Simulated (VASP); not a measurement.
# ZnS in VASP: notebook

The runs below take ZnS through single point, with PBE.

Everything below comes from runs of VASP 6.6.1. Logs are shortened: lines on timing, memory, paths and dates and some standing lists are left out, and cuts for length are marked.

### Step 1. The cell of the first run

It takes space group P4_2/mnm (No. 136, tetragonal). Conventional cell: a = 6.630 Å, b = 6.630 Å, c = 3.862 Å, α = 90.00°, β = 90.00°, γ = 90.00°. Within 3.1 Å of Zn (site symmetry m2m) lie 4 S at 2.33 to 2.39 Å. Within 3.1 Å of S (site symmetry m2m) lie 4 Zn at 2.33 to 2.39 Å.

### Step 2. Single point, PBE

INCAR reads:

```
PREC = Accurate
ENCUT = 520
EDIFF = 1E-7
ISMEAR = 0
SIGMA = 0.1
LREAL = False
LASPH = True
NELM = 80
ALGO = Normal
ISIF = 2
LWAVE = False
LCHARG = False
GGA = PE
NBANDS = 46
```

KPOINTS reads:

```
Automatic mesh
0
Gamma
  4 2 2
```

POSCAR reads:

```
ZnS
1.0
    0.0000000000      0.0000000000      3.8621460000
    6.6301741000      0.0000000000      0.0000000000
    0.0000000000      6.6301741000      0.0000000000
Zn S
4 4
Direct
    0.0000000000      0.6751860000      0.6751860000
    0.5000000000      0.1751860000      0.8248140000
    0.5000000000      0.8248140000      0.1751860000
    0.0000000000      0.3248140000      0.3248140000
    0.5000000000      0.8142870000      0.8142870000
    0.5000000000      0.1857130000      0.1857130000
    0.0000000000      0.6857130000      0.3142870000
    0.0000000000      0.3142870000      0.6857130000
```

Potentials or basis: VASP PAW PBE potentials, release 64 (Zn, S).

Run with:

```console
$ cat potpaw_PBE.64/Zn/POTCAR potpaw_PBE.64/S/POTCAR > POTCAR
$ mpirun -np 1 vasp_std > vasp.out
```

OUTCAR:

```text
PREC = Accurate
   ENCUT = 520
   EDIFF = 1E-7
   ISMEAR = 0
   LREAL = False
   LASPH = True
   NELM = 80
   ISIF = 2
   GGA = PE

 ion  position               nearest neighbor table
   1  0.000  0.675  0.675-   5 2.33   5 2.33   8 2.39   7 2.39
   2  0.500  0.175  0.825-   8 2.33   8 2.33   5 2.39   6 2.39
   3  0.500  0.825  0.175-   7 2.33   7 2.33   5 2.39   6 2.39
   4  0.000  0.325  0.325-   6 2.33   6 2.33   8 2.39   7 2.39
   5  0.500  0.814  0.814-   1 2.33   1 2.33   3 2.39   2 2.39
   6  0.500  0.186  0.186-   4 2.33   4 2.33   2 2.39   3 2.39
   7  0.000  0.686  0.314-   3 2.33   3 2.33   4 2.39   1 2.39
   8  0.000  0.314  0.686-   2 2.33   2 2.33   4 2.39   1 2.39

  LATTYP: Found a simple tetragonal cell.
 ALAT       =     6.6301741000
 C/A-ratio  =     0.5825104955

  Lattice vectors:

 A1 = (   6.6301741000,   0.0000000000,   0.0000000000)
 A2 = (   0.0000000000,   6.6301741000,   0.0000000000)
 A3 = (   0.0000000000,   0.0000000000,   3.8621460000)

Analysis of symmetry for initial positions (statically):
=====================================================================
 Subroutine PRICEL returns:
 Original cell was already a primitive cell.

 Routine SETGRP: Setting up the symmetry group for a
 simple tetragonal supercell.

 Subroutine GETGRP returns: Found 16 space group operations
 (whereof  8 operations were pure point group operations)
 out of a pool of 16 trial point group operations.

The static configuration has the point symmetry D_2h.
 The point group associated with its full space group is D_4h.

Analysis of symmetry for dynamics (positions and initial velocities):
=====================================================================
 Subroutine PRICEL returns:
 Original cell was already a primitive cell.

 Routine SETGRP: Setting up the symmetry group for a
 simple tetragonal supercell.

 Subroutine GETGRP returns: Found 16 space group operations
 (whereof  8 operations were pure point group operations)
 out of a pool of 16 trial point group operations.

The dynamic configuration has the point symmetry D_2h.
 The point group associated with its full space group is D_4h.

 Subroutine INISYM returns: Found 16 space group operations
 (whereof  8 operations are pure point group operations),
 and found     1 'primitive' translations

[... 95 lines left out ...]
   NFREE  =      0    steps in history (QN), initial steepest desc. (CG)
   ISIF   =      2    stress and relaxation
   ISYM   =      2    0-nonsym 1-usesym 2-fastsym
   POTIM  = 0.5000    time-step for ionic-motion
   TEBEG  =    0.0;   TEEND  =   0.0 temperature during run
   PSTRESS=    0.0 pullay stress
   NELECT =      72.0000    total number of electrons
   NUPDOWN=      -1.0000    fix difference up-down
   EMIN   =  10.00;   EMAX   =-10.00  energy-range for DOS
   EFERMI =   0.00;   METHOD = LEGACY
   ISMEAR =     0;   SIGMA  =   0.10  broadening in eV -4-tet -1-fermi 0-gaus
   EFERMI_NEDOS =   21; number of points for ismear=-14 and -15
   IALGO  =     38    algorithm
   IMIX   =      4    mixing-type and parameters
     AMIX     =   0.40;   BMIX     =  1.00
     AMIX_MAG =   1.60;   BMIX_MAG =  1.00
  volume/ion in A,a.u.               =      21.22       143.21
  Fermi-wavevector in a.u.,A,eV,Ry     =   1.229965  2.324297 20.583088  1.512814
  Thomas-Fermi vector in A             =   2.364832
   LORBIT       =      0    0 simple, 1 ext, 2 COOP (PROOUT), +10 PAW based schemes
   GGA     = PE    functional components
   LHFCALC =     F    Hartree Fock is set to
   AEXX    =    0.0000 exact exchange contribution
   IVDW    =     0    specifies the selected vdW correction
   LEPSILON=     F    determine dielectric tensor
   LRPA    =     F    only Hartree local field effects (RPA)
 non-spin polarized calculation
 Gauss-broadening in eV      SIGMA  =   0.10
  energy-cutoff  :      520.00
  volume of cell :      169.78
 maximum number of plane-waves:      4600
 NGX is ok and might be reduce to    30
   NGX = 15   NGY = 25   NGZ = 25

 number of electron      71.9999933 magnetization

 Free energy of the ion-electron system (eV)
  ---------------------------------------------------
  ext. energy  EPLUGINS =         0.00000000
  ---------------------------------------------------
  free energy    TOTEN  =       -27.04325262 eV

  energy without entropy =      -27.04325262  energy(sigma->0) =      -27.04325262

 E-fermi :   1.8978     XC(G=0):  -9.2042

 val. band max:        1.4591355749   @ k =   0.0000   0.0000   0.0000
 cond. band min:       3.6282592077   @ k =   0.0000   0.0000   0.0000
 fundamental gap:      2.1691236328
 Fermi energy:         1.8978284840

 k-point     1 :       0.0000    0.0000    0.0000
  band No.  band energies     occupation
      1     -11.3955      2.00000
      2     -10.5291      2.00000
      3     -10.5291      2.00000
      4     -10.3518      2.00000
      5      -4.8281      2.00000
      6      -4.7955      2.00000
[... 430 lines left out ...]
     45       9.7571      0.00000
     46       9.7571      0.00000

------------------------ aborting loop because EDIFF is reached ----------------------------------------

  FORCE on cell =-STRESS in cart. coord.  units (eV):
  Direction    XX          YY          ZZ          XY          YZ          ZX
  --------------------------------------------------------------------------------------
  -------------------------------------------------------------------------------------
  Total        0.0498032      0.0498032      0.2827213      0.0000000      0.0000000      0.0000000
  in kB        0.4699903      0.4699903      2.6680289      0.0000000      0.0000000      0.0000000
  external PRESSURE =       1.2026698 kB  Pullay stress =       0.0000000 kB

 VOLUME and BASIS-vectors are now :
 -----------------------------------------------------------------------------
  energy-cutoff  :      520.00
  volume of cell :      169.78
      direct lattice vectors                 reciprocal lattice vectors
     0.000000000  0.000000000  3.862146000     0.000000000  0.000000000  0.258923407
     6.630174100  0.000000000  0.000000000     0.150825602  0.000000000  0.000000000
     0.000000000  6.630174100  0.000000000     0.000000000  0.150825602  0.000000000

 POSITION                                       TOTAL-FORCE (eV/Angst)
 -----------------------------------------------------------------------------------
      4.47660      4.47660      0.00000        -0.005335     -0.005335      0.000000
      1.16151      5.46866      1.93107        -0.005335      0.005335      0.000000
      5.46866      1.16151      1.93107         0.005335     -0.005335      0.000000
      2.15357      2.15357      0.00000         0.005335      0.005335      0.000000
      5.39886      5.39886      1.93107         0.006003      0.006003      0.000000
      1.23131      1.23131      1.93107        -0.006003     -0.006003     -0.000000
      4.54640      2.08378      0.00000        -0.006003      0.006003     -0.000000
      2.08378      4.54640      0.00000         0.006003     -0.006003      0.000000
 -----------------------------------------------------------------------------------
    total drift:                                0.000000     -0.000000      0.000000

  FREE ENERGIE OF THE ION-ELECTRON SYSTEM (eV)
  ---------------------------------------------------
  free  energy   TOTEN  =       -27.0432526162 eV

  energy  without entropy=      -27.0432526162  energy(sigma->0) =      -27.04325262
```

OSZICAR:

```text
N       E                     dE             d eps       ncg     rms          rms(c)
DAV:   1     0.581380315677E+03    0.58138E+03   -0.33260E+04   828   0.184E+03
DAV:   2     0.510095961025E+02   -0.53037E+03   -0.51068E+03   828   0.424E+02
DAV:   3    -0.252368137219E+02   -0.76246E+02   -0.75246E+02   948   0.149E+02
DAV:   4    -0.287745864994E+02   -0.35378E+01   -0.35251E+01  1010   0.318E+01
DAV:   5    -0.288295476951E+02   -0.54961E-01   -0.54938E-01   982   0.402E+00    0.133E+01
DAV:   6    -0.270041112443E+02    0.18254E+01   -0.37282E+00  1234   0.410E+01    0.103E+01
DAV:   7    -0.270789191327E+02   -0.74808E-01   -0.40950E+00   924   0.786E+00    0.469E+00
DAV:   8    -0.270401260761E+02    0.38793E-01   -0.27959E-01  1050   0.520E+00    0.160E+00
DAV:   9    -0.270421898128E+02   -0.20637E-02   -0.47672E-02  1050   0.289E+00    0.391E-01
DAV:  10    -0.270426494523E+02   -0.45964E-03   -0.38777E-03   932   0.549E-01    0.215E-01
DAV:  11    -0.270432617545E+02   -0.61230E-03   -0.11678E-03   918   0.179E-01    0.181E-01
DAV:  12    -0.270432439292E+02    0.17825E-04   -0.73263E-05  1088   0.677E-02    0.170E-02
DAV:  13    -0.270432490679E+02   -0.51388E-05   -0.73928E-06   920   0.127E-02    0.132E-02
DAV:  14    -0.270432526242E+02   -0.35562E-05   -0.55747E-06   914   0.111E-02    0.593E-03
DAV:  15    -0.270432526162E+02    0.79363E-08   -0.27438E-07   796   0.327E-03
   1 F= -.27043253E+02 E0= -.27043253E+02  d E =-.364994E-10
```

stdout:

```text
POSCAR found type information on POSCAR ZnS
 POSCAR found :  2 types and       8 ions
 scaLAPACK will be used
 LDA part: xc-table for (Slater+PW92), standard interpolation
 POSCAR, INCAR and KPOINTS ok, starting setup
 FFT: planning ... GRIDC
 FFT: planning ... GRID_SOFT
 FFT: planning ... GRID
 WAVECAR not read
 entering main loop
```

Run time: 44 s. Hardware: 1 thread of Intel Xeon 6975P-C (Granite Rapids), shared host; peak memory 0.26 GiB.

What came out:

| Quantity | Value |
| --- | --- |
| Free energy | -27.0433 eV |
| Pressure | 0.1 GPa |
| Largest force | 0.008 eV/Å |
| Band gap on the k mesh | 2.17 eV, direct |

Forces on the atoms (eV/Å):
```
Zn  -0.005 -0.005  0.000
Zn  -0.005  0.005  0.000
Zn   0.005 -0.005  0.000
Zn   0.005  0.005  0.000
S    0.006  0.006  0.000
S   -0.006 -0.006  0.000
S   -0.006  0.006  0.000
S    0.006 -0.006  0.000
```

Levels at points of the mesh, in eV from the valence-band top:
| k point | band 32 | band 33 | band 34 | band 35 | band 36 | band 37 | band 38 | band 39 | band 40 | band 41 |
| --- | --- | --- | --- | --- | --- | --- | --- | --- | --- | --- |
| (0.00, 0.00, 0.00) | -0.83 | -0.21 | -0.01 | 0.00 | 0.00 | 2.17 | 3.55 | 3.55 | 3.57 | 5.78 |
| (0.50, 0.00, 0.00) | -1.78 | -1.59 | -1.59 | -1.41 | -1.41 | 4.54 | 4.54 | 5.26 | 5.26 | 6.07 |
| (0.00, 0.50, 0.00) | -1.51 | -0.50 | -0.50 | -0.43 | -0.43 | 3.55 | 3.55 | 4.00 | 4.00 | 5.46 |
| (0.50, 0.50, 0.00) | -1.92 | -1.45 | -1.45 | -0.87 | -0.87 | 3.92 | 3.92 | 4.54 | 4.54 | 5.50 |
| (0.00, 0.50, 0.50) | -1.15 | -0.93 | -0.93 | -0.86 | -0.86 | 3.92 | 3.92 | 4.42 | 4.42 | 5.02 |
| (0.50, 0.50, 0.50) | -1.32 | -1.24 | -1.24 | -1.12 | -1.12 | 3.23 | 3.23 | 4.30 | 4.30 | 4.58 |

Caveat: the k points lie up to 0.47 Å⁻¹ apart. A hybrid or GW would open this gap; PBE tends to underestimate it.

### Step 3. Single point, PBE

INCAR reads:

```
ALGO = Normal
EDIFF = 1E-6
ENCUT = 520
GGA = PE
ISIF = 2
ISMEAR = 0
LASPH = True
LCHARG = False
LREAL = False
LWAVE = False
NBANDS = 46
NELM = 80
PREC = Accurate
SIGMA = 0.1
```

KPOINTS reads:

```
k-points
0
Gamma
  4 2 2
```

POSCAR reads:

```
ZnS
1.0
   -0.0001595414      0.0000300186      3.8666320389
    6.6199942842     -0.0000985290     -0.0006209461
   -0.0000542541      6.6291232126      0.0001307140
Zn S
4 4
Direct
    0.0000410443      0.6746752163      0.6757387674
    0.5000113944      0.1746821287      0.8242593800
    0.4999710730      0.8253168849      0.1757423459
   -0.0000273884      0.3253256311      0.3242582215
    0.5000654951      0.8134948632      0.8149442545
    0.4999498772      0.1865008569      0.1850598949
   -0.0000637801      0.6865138762      0.3149465944
    0.0000522845      0.3134905428      0.6850505412
```

Potentials or basis: VASP PAW PBE potentials, release 64 (Zn, S).

Run with:

```console
$ cat potpaw_PBE.64/Zn/POTCAR potpaw_PBE.64/S/POTCAR > POTCAR
$ mpirun -np 1 vasp_std > vasp.out
```

Run time: 56 s. Hardware: 1 thread of Intel Xeon 6975P-C (Granite Rapids), shared host; peak memory 0.28 GiB.

The run converged. Its results:

| Item | Value |
| --- | --- |
| Free energy | -27.0433 eV |
| Pressure | 0.1 GPa |
| Largest force | 0.003 eV/Å |
| Band gap on the k mesh | 2.17 eV, direct |

Forces in eV/Å, atoms in the order of the input:
```
Zn   0.000 -0.001  0.000
Zn  -0.001  0.001  0.000
Zn   0.001 -0.001  0.000
Zn   0.000  0.001  0.000
S   -0.002 -0.003  0.000
S    0.002  0.002  0.000
S    0.001 -0.003  0.000
S   -0.001  0.003  0.000
```

Levels at points of the mesh, in eV from the valence-band top:
```
           k point  band 33  band 34  band 35  band 36  band 37  band 38  band 39  band 40
(0.00, 0.00, 0.00)    -0.22    -0.02     0.00     0.00     2.17     3.52     3.55     3.55
(0.50, 0.00, 0.00)    -1.59    -1.59    -1.41    -1.41     4.54     4.54     5.27     5.27
(0.00, 0.50, 0.00)    -0.50    -0.50    -0.44    -0.44     3.54     3.54     3.98     3.98
(0.50, 0.50, 0.00)    -1.45    -1.45    -0.87    -0.87     3.93     3.93     4.55     4.55
(0.00, 0.00, 0.50)    -0.50    -0.50    -0.44    -0.44     3.56     3.56     3.99     3.99
(0.50, 0.00, 0.50)    -1.46    -1.46    -0.87    -0.87     3.91     3.91     4.54     4.54
(0.00, 0.50, 0.50)    -0.93    -0.93    -0.87    -0.87     3.91     3.91     4.41     4.41
(0.50, 0.50, 0.50)    -1.25    -1.25    -1.13    -1.13     3.24     3.24     4.29     4.29
```

Caveat: the k points lie up to 0.47 Å⁻¹ apart. PBE gaps usually lie below the measured ones, often by a third to a half.

### Step 4. Single point, PBE

INCAR reads:

```
PREC     = Accurate       # precision mode
ENCUT    = 520            # plane-wave cutoff, eV
EDIFF    = 1E-7           # SCF threshold, eV
ISMEAR   = 0              # smearing method
SIGMA    = 0.1            # smearing width, eV
LREAL    = False          # projectors in reciprocal space
LASPH    = True           # aspherical terms in the spheres
NELM     = 80             # most SCF steps
ALGO     = Normal         # electronic algorithm
ISIF     = 2              # what is computed and relaxed
LWAVE    = False          # write WAVECAR
LCHARG   = False          # write CHGCAR
GGA      = PE             # functional
NBANDS   = 46             # bands
```

KPOINTS reads:

```
Automatic mesh
0
Gamma
  4 4 4
```

POSCAR reads:

```
ZnS
1.0
    6.6301741000      0.0000000000      0.0000000000
    0.0000000000      6.6301741000      0.0000000000
    0.0000000000      0.0000000000      3.8621460000
Zn S
4 4
Direct
    0.6751860000      0.6751860000      0.0000000000
    0.1751860000      0.8248140000      0.5000000000
    0.8248140000      0.1751860000      0.5000000000
    0.3248140000      0.3248140000      0.0000000000
    0.8142870000      0.8142870000      0.5000000000
    0.1857130000      0.1857130000      0.5000000000
    0.6857130000      0.3142870000      0.0000000000
    0.3142870000      0.6857130000      0.0000000000
```

Run with:

```console
$ cat potpaw_PBE.64/Zn/POTCAR potpaw_PBE.64/S/POTCAR > POTCAR
$ mpirun -np 1 vasp_std > vasp.out
```

Run time: 75 s. Hardware: 1 thread of Intel Xeon 6975P-C (Granite Rapids), shared host; peak memory 0.3 GiB.

The run converged. Its results:

```
Free energy            : -27.0500 eV
Pressure               : 0.2 GPa
Largest force          : 0.008 eV/Å
Band gap on the k mesh : 2.17 eV, direct
```

Forces in eV/Å, atoms in the order of the input:
```
Zn  -0.006 -0.006  0.000
Zn  -0.006  0.006  0.000
Zn   0.006 -0.006  0.000
Zn   0.006  0.006  0.000
S    0.002  0.002  0.000
S   -0.002 -0.002  0.000
S   -0.002  0.002  0.000
S    0.002 -0.002  0.000
```

Stress tensor (GPa, compression positive):
```
0.09 0.00 0.00
0.00 0.09 0.00
0.00 0.00 0.34
```

Levels at points of the mesh, in eV from the valence-band top:
```csv
k point,band 32,band 33,band 34,band 35,band 36,band 37,band 38,band 39,band 40,band 41
"(0.00, 0.00, 0.00)",-0.83,-0.21,-0.01,0.00,0.00,2.17,3.55,3.55,3.57,5.78
"(0.50, 0.00, 0.00)",-1.51,-0.50,-0.50,-0.43,-0.43,3.55,3.55,4.00,4.00,5.46
"(0.50, 0.50, 0.00)",-1.15,-0.93,-0.93,-0.86,-0.86,3.92,3.92,4.42,4.42,5.02
"(0.00, 0.00, 0.50)",-1.78,-1.59,-1.59,-1.41,-1.41,4.54,4.54,5.26,5.26,6.07
"(0.50, 0.00, 0.50)",-1.92,-1.45,-1.45,-0.87,-0.87,3.92,3.92,4.54,4.54,5.50
"(0.50, 0.50, 0.50)",-1.32,-1.24,-1.24,-1.12,-1.12,3.23,3.23,4.30,4.30,4.58
```

As with any semilocal functional, this PBE gap is likely too small.

### Step 5. Single point, PBE

INCAR reads:

```
  PREC = Accurate
  ENCUT = 520
  EDIFF = 1E-6
  ISMEAR = 0
  SIGMA = 0.02
  LREAL = False
  LASPH = True
  NELM = 100
  ALGO = Normal
  ISIF = 2
  LWAVE = False
  LCHARG = False
  GGA = PE
  NBANDS = 46
```

KPOINTS reads:

```
Automatic mesh
0
Gamma
  4 4 8
```

POSCAR is that of step 4.

Run with:

```console
$ cat potpaw_PBE.64/Zn/POTCAR potpaw_PBE.64/S/POTCAR > POTCAR
$ mpirun -np 1 vasp_std > vasp.out
```

Wall time 1.9 min (1 thread of Intel Xeon 6975P-C (Granite Rapids), shared host); peak memory 0.35 GiB.

Results (log left out):

```yaml
Free_energy: -27.0825 eV
Pressure: 0.1 GPa
Largest_force: 0.003 eV/Å
Band_gap_on_the_k_mesh: 2.17 eV, direct
```

Forces in eV/Å, atoms in the order of the input:
```
Zn   0.000  0.000  0.000
Zn   0.000  0.000  0.000
Zn   0.000  0.000  0.000
Zn   0.000  0.000  0.000
S   -0.002 -0.002  0.000
S    0.002  0.002  0.000
S    0.002 -0.002  0.000
S   -0.002  0.002  0.000
```

Levels at points of the mesh, in eV from the valence-band top:
```
           k point  band 34  band 35  band 36  band 37  band 38  band 39
(0.00, 0.00, 0.00)    -0.01     0.00     0.00     2.17     3.55     3.55
(0.50, 0.00, 0.00)    -0.50    -0.43    -0.43     3.55     3.55     4.01
(0.50, 0.50, 0.00)    -0.93    -0.86    -0.86     3.92     3.92     4.42
(0.00, 0.00, 0.50)    -1.59    -1.41    -1.41     4.54     4.54     5.26
(0.50, 0.00, 0.50)    -1.45    -0.87    -0.87     3.92     3.92     4.54
(0.50, 0.50, 0.50)    -1.24    -1.13    -1.13     3.24     3.24     4.30
```

### Step 6. Summary

```csv
cell,k mesh,smearing,gap on the mesh (eV),pressure (GPa),largest force (eV/Å)
"a = 3.862, b = 6.630, c = 6.630 Å, 8 atoms",4 × 2 × 2,gaussian 0.1 eV,2.17,0.1,0.01
"a = 3.867, b = 6.620, c = 6.629 Å, 8 atoms",4 × 2 × 2,gaussian 0.1 eV,2.17,0.1,-
"a = 6.630, b = 6.630, c = 3.862 Å, 8 atoms",4 × 4 × 4,gaussian 0.1 eV,2.17,0.2,0.01
"a = 6.630, b = 6.630, c = 3.862 Å, 8 atoms",4 × 4 × 8,gaussian 0.02 eV,2.17,0.1,-
```

Alike in all rows: task single point; level PBE; potentials or basis VASP PAW PBE potentials, release 64 (Zn, S); no spin polarisation; cutoff (eV) 520.

Caveats: some runs use coarse meshes.

Absolute energies hang on the potentials; compare differences alone.
